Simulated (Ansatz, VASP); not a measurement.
**P in VASP and in Ansatz**

```
CELL_PARAMETERS angstrom
1.65454 -5.64463 0.00000
1.65454 5.64463 0.00000
0.00000 0.00000 4.56448
ATOMIC_POSITIONS crystal
P 0.40599 0.59401 0.58657
P 0.59401 0.40599 0.41343
P 0.90599 0.09401 0.91343
P 0.09401 0.90599 0.08657
```

Alike in both runs: functional PBE; k mesh 14 × 14 × 10; occupations gaussian, width 0.05 eV; no spin polarisation.

Ansatz relaxed the structure, and its values are those at the end. VASP's run is a single point on that final structure, the one shown.

|  | VASP | Ansatz |
| --- | --- | --- |
| version | VASP 6.6.1 | Ansatz 0.2.0 |
| potentials or method | VASP PAW PBE potentials, release 64 (P), cutoff 520 eV | scalar-relativistic, plane waves, PAW |
| valence electrons in the cell | 20 | 20 |

```tsv
	VASP	Ansatz	Ansatz less VASP
gap on the k mesh at the Fermi level (eV)	0.15	0.13	-0.017
least direct gap on the mesh (eV)	0.15	0.13	-0.017
pressure (GPa)	-0.3	0.0	+0.31
rms of the force components (eV/Å)	0.029	0.002	-0.0267
```
